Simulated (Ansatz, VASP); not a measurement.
## One calculation of MoS2, two programs

INCAR

```
ALGO     = Normal         # electronic algorithm
EDIFF    = 1E-8           # SCF threshold, eV
ENCUT    = 520            # plane-wave cutoff, eV
GGA      = PE             # functional
ISIF     = 2              # what is computed and relaxed
ISMEAR   = -1             # smearing method
LASPH    = True           # aspherical terms in the spheres
LCHARG   = False          # write CHGCAR
LEFG     = True         
LREAL    = False          # projectors in reciprocal space
LWAVE    = False          # write WAVECAR
NBANDS   = 20             # bands
NELM     = 80             # most SCF steps
PREC     = Accurate       # precision mode
SIGMA    = 0.05           # smearing width, eV
```

Contents of KPOINTS:

```
k-points
0
Gamma
  13 13 13
```

The input POSCAR:

```
MoS2
1.0
    1.5867545494      0.9161131662      6.1436734385
   -1.5867545494      0.9161131662      6.1436734385
    0.0000000000     -1.8322263324      6.1436734385
Mo S
1 2
Direct
    0.0000000000      0.0000000000      0.0000000000
    0.7484000000      0.7484000000      0.7484000000
    0.5849000000      0.5849000000      0.5849000000
```

Input for Ansatz:

```yaml
crystal:
  lattice:
    - [1.5867545494, 0.9161131662, 6.1436734385]
    - [-1.5867545494, 0.9161131662, 6.1436734385]
    - [0.0, -1.8322263324, 6.1436734385]
  atoms:
    - { symbol: Mo, position: [0.0, 0.0, 0.0] }
    - { symbol: S, position: [0.7484, 0.7484, 0.7484] }
    - { symbol: S, position: [0.5849, 0.5849, 0.5849] }
kpoints:
  mp_grid: { grid: [13, 13, 13] }
scf:
  occupations: { method: fermi_dirac, width: 0.05 }
hamiltonian:
  xc: pbe
  pseudopotentials: { kind: all_electron, datasets: crystal }
output:
  forces: true
  stress: true
  eigenvalues: true
  efg: { contact_densities: true }
```

Change from the starting cell: volume scaled by 1.01, crystal datasets.

Alike in both runs: task electric field gradients; functional PBE; k mesh 13 × 13 × 13; occupations fermi-dirac, width 0.05 eV; no spin polarisation.

```csv
,VASP,Ansatz
version,VASP 6.6.1,Ansatz 0.2.0
potentials or method,"VASP PAW PBE potentials, release 64 (Mo_sv, S), cutoff 520 eV","all-electron PAW with datasets made for the crystal, scalar-relativistic"
```

```csv
,VASP,Ansatz,Ansatz less VASP
pressure (GPa),7.4,7.6,+0.17
"traceless stress, the component that is largest in VASP (GPa)",4.48,4.52,+0.042
rms of the force components (eV/Å),0.513,0.521,+0.0088
size of Vzz on the site where it differs most (V/Å²),92.2,89.8,-2.44
```

Atom by atom the forces differ by 0.009 eV/Å (rms over components). Ansatz ran all-electron here, and VASP with PAW potentials.
